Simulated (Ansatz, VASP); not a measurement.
## One calculation of Na, two programs

```
CELL_PARAMETERS angstrom
0.00000 2.66118 2.66118
2.66118 0.00000 2.66118
2.66118 2.66118 0.00000
ATOMIC_POSITIONS crystal
Na 0.00000 0.00000 0.00000
```

Alike in both runs: task single point; functional PBE; k mesh 6 × 6 × 6; occupations gaussian, width 0.05 eV; no spin polarisation.

```csv
,VASP,Ansatz
version,VASP 6.6.1,Ansatz 0.2.0
potentials or method,"VASP PAW PBE potentials, release 64 (Na_pv), cutoff 520 eV","scalar-relativistic, plane waves, PAW"
valence electrons in the cell,7,9
```

|  | VASP | Ansatz | Ansatz less VASP |
| --- | --- | --- | --- |
| gap on the k mesh at the Fermi level (eV) | none | none | - |
| pressure (GPa) | -0.1 | -0.1 | 0.00 |

A gap of «none» marks a metal or a gap that the smearing closes. VASP's potentials hold 7 valence electrons a cell and Ansatz's 9, so a difference there can come from the potentials and not from the codes.
